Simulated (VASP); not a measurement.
Write the native input for VASP 6.6.1 that does the following.

| Property | Result |
| --- | --- |
| Task | single point |
| Functional | PBE |
| Potentials or basis | VASP PAW PBE potentials, release 64 (Sr_sv, O) |
| Cutoff | 520 eV |
| k mesh | 6 × 6 × 1 |
| Occupations | gaussian, width 0.02 eV |
| Spin | no spin polarisation |
| Dipole correction | yes |
| Further INCAR settings | ALGO = Normal; EDIFF = 1e-06; NBANDS = 24 |

The structure of SrO lies in POSCAR:

```
SrO
1.0
    4.8875093876      0.0000000000      0.0000000000
    0.0000000000      4.8875093876      0.0000000000
    0.0000000000      0.0000000000     30.4169015200
Sr O
2 2
Direct
    0.0000000000      0.0000000000      0.2958881263
    0.5000000000      0.5000000000      0.2958881263
    0.5000000000      0.0000000000      0.3055150857
    0.0000000000      0.5000000000      0.2862611669
```

The cell was generated, and may not be a known phase.

One way to write it, as run:

INCAR

```
SYSTEM = SrO
  ALGO = Normal
  DIPOL = 0.5 0.5 0.296
  EDIFF = 1E-6
  ENCUT = 520
  GGA = PE
  IDIPOL = 3
  ISIF = 2
  ISMEAR = 0
  LASPH = .TRUE.
  LCHARG = .TRUE.
  LDIPOL = .TRUE.
  LELF = .TRUE.
  LREAL = .FALSE.
  LVACPOTAV = .TRUE.
  LVHAR = .TRUE.
  LWAVE = .FALSE.
  NBANDS = 24
  NELM = 80
  PREC = Accurate
  SIGMA = 0.02
```

KPOINTS

```
k-points
0
G
  6 6 1
  0 0 0
```

Potentials or basis: VASP PAW PBE potentials, release 64 (Sr_sv, O).

Run with:

```sh
$ cat potpaw_PBE.64/Sr_sv/POTCAR potpaw_PBE.64/O/POTCAR > POTCAR
$ mpirun -np 1 vasp_std > vasp.out
```

Results of the run:

The largest force is 0.025 eV/Å. The band gap on the k mesh is 1.98 eV.

Run time: 9.3 min on 1 thread of Intel Xeon 8259CL (shared host), peak memory 0.74 GiB.
